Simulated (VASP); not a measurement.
Here is a VASP 6.6.1 calculation.

INCAR

```
  PREC = Accurate
  ENCUT = 400
  EDIFF = 1E-8
  ISMEAR = -1
  SIGMA = 0.03
  LREAL = False
  LASPH = True
  NELM = 120
  ALGO = Normal
  ISIF = 2
  LWAVE = False
  LCHARG = False
  GGA = PS
  LEFG = True
  NBANDS = 11
  GGA_COMPAT = False
```

KPOINTS

```
Automatic mesh
0
Gamma
  9 9 9
```

The input POSCAR:

```
NaH
1.0
    0.0000000000      2.4644000000      2.4400000000
    2.4644000000      0.0000000000      2.4400000000
    2.4644000000      2.4644000000      0.0000000000
Na H
1 1
Direct
    0.0000000000      0.0000000000      0.0000000000
    0.5000000000      0.5000000000      0.5000000000
```

Potentials or basis: VASP PAW PBE potentials, release 64 (Na_pv, H).

Command:

```sh
$ cat potpaw_PBE.64/Na_pv/POTCAR potpaw_PBE.64/H/POTCAR > POTCAR
$ mpirun -np 1 vasp_std > vasp.out
```

What does it give for the pressure?

-2.0 GPa.

What does it give for the band gap on the k mesh?

3.76 eV (least direct gap 4.50 eV).

Stress tensor (GPa, compression positive):
```
-2.10  0.00  0.00
 0.00 -2.10  0.00
 0.00  0.00 -1.84
```

Caveat: the cell differs from its parent crystal (equal xx and yy strain of +1 %); without QUAD_EFG the Cq values of the log hold for a quadrupole moment of 1 mb, not for the nuclei; the PAW data sets were made with another functional, which shifts forces and pressure a little. A k mesh can miss the band edges.
